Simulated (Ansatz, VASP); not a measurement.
# Zn: VASP beside Ansatz

```
Zn
1.0
     2.66480   -0.02665   -0.02665
    -1.35548    2.32111   -0.00975
    -0.04947   -0.04947    4.94670
Zn
2
Cartesian
  -0.0278 1.5262 1.2213
  1.2876 0.7188 3.6890
```

Change from the starting cell: equal xy, yz and zx shear strains of -2 %.

Alike in both runs: task single point; functional PBEsol; k mesh 16 × 16 × 8; occupations fermi-dirac, width 0.03 eV; no spin polarisation.

|  | VASP | Ansatz |
| --- | --- | --- |
| version | VASP 6.6.1 | Ansatz 0.2.0 |
| potentials or method | VASP PAW PBE potentials, release 64 (Zn), cutoff 520 eV | all-electron LAPW, scalar-relativistic |

VASP gave:

```
pressure (GPa)                                                : -5.0
traceless stress, the component that is largest in VASP (GPa) : 1.60
rms of the force components (eV/Å)                            : 0.003
```

Which values does Ansatz return?

Pressure (GPa): -5.4; traceless stress, the component that is largest in VASP (GPa): 1.59; rms of the force components (eV/Å): 0.004.

VASP's potentials were made for PBE, not for PBEsol. Atom by atom the forces differ by 0.001 eV/Å (rms over components). Ansatz ran all-electron here, and VASP with PAW potentials.
